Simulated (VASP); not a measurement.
Set up this calculation in VASP 6.6.1, as the native input.

- Task: single point
- Functional: LDA
- Potentials or basis: VASP PAW LDA potentials, release 64 (B, N)
- Cutoff: 520 eV
- k mesh: 12 × 12 × 4
- Occupations: gaussian, width 0.05 eV
- Spin: no spin polarisation
- Dipole correction: no
- Further INCAR settings: ALGO = Normal; EDIFF = 1e-07; NBANDS = 16

The structure of BN lies in POSCAR:

```
BN
1.0
    2.2146330265      0.0000000000      0.0000000000
   -1.1073165133      2.1549757989      0.0000000000
    0.0000000000      0.0000000000      5.7807916289
B N
2 2
Direct
    0.3230440664      0.6460881329      0.2500000000
    0.6769559336      0.3539118671      0.7500000000
    0.3547744110      0.7095488219      0.7500000000
    0.6452255890      0.2904511781      0.2500000000
```

This cell differs from its parent crystal: normal strain along x -0.1100, normal strain along z -0.1100.

One way to write it, as run:

INCAR

```
  ALGO = Normal
  EDIFF = 1E-7
  ENCUT = 520
  ISIF = 2
  ISMEAR = 0
  LASPH = T
  LCHARG = F
  LREAL = F
  LWAVE = F
  NBANDS = 16
  NELM = 60
  PREC = Accurate
  SIGMA = 0.05
```

KPOINTS

```
k-points
0
Gamma
  12 12 4
```

Potentials or basis: VASP PAW LDA potentials, release 64 (B, N).

Run with:

```console
$ cat potpaw_LDA.64/B/POTCAR potpaw_LDA.64/N/POTCAR > POTCAR
$ mpirun -np 1 vasp_std > vasp.out
```

It gave:

```yaml
Pressure: 66.9 GPa
Band_gap_on_the_k_mesh: 3.30 eV, indirect (least direct gap 4.29 eV)
```

Caveat: the cell differs from its parent crystal (normal strain along x -0.1100, normal strain along z -0.1100).

Wall time 22 s on 1 thread of AMD EPYC 9R45 96-Core Processor (Zen 5), with other jobs on the host, peak memory 0.13 GiB.
